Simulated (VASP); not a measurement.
A run of VASP 6.6.1:

INCAR

```
PREC = Accurate
ENCUT = 520
EDIFF = 1E-6
ISMEAR = 0
SIGMA = 0.1
LREAL = F
LASPH = T
NELM = 80
ALGO = Normal
ISIF = 2
LWAVE = F
LCHARG = F
GGA = PE
NBANDS = 18
```

The input KPOINTS:

```
Automatic mesh
0
Gamma
  8 8 8
```

File POSCAR:

```
CrN2
1.0
   -1.3395705643      1.3395705643      4.8448419141
    1.3395705643     -1.3395705643      4.8448419141
    1.3395705643      1.3395705643     -4.8448419141
Cr N
1 2
Direct
    0.0000000000      0.0000000000      0.0000000000
    0.5771639075      0.5771639075      0.0000000000
    0.4228360925      0.4228360925      0.0000000000
```

Potentials or basis: VASP PAW PBE potentials, release 64 (Cr_pv, N).

The run is started by

```console
$ cat potpaw_PBE.64/Cr_pv/POTCAR potpaw_PBE.64/N/POTCAR > POTCAR
$ mpirun -np 1 vasp_std > vasp.out
```

Hardware: 1 thread of AMD EPYC 7R43 64-Core Processor (Zen 3), with other jobs on the host.

Q: How long does it take, and how much memory?

A: It took 2.3 min on 1 thread of AMD EPYC 7R43 64-Core Processor (Zen 3), on a shared host, peak memory 0.21 GiB. Counts: scf iterations 15, k points 59.
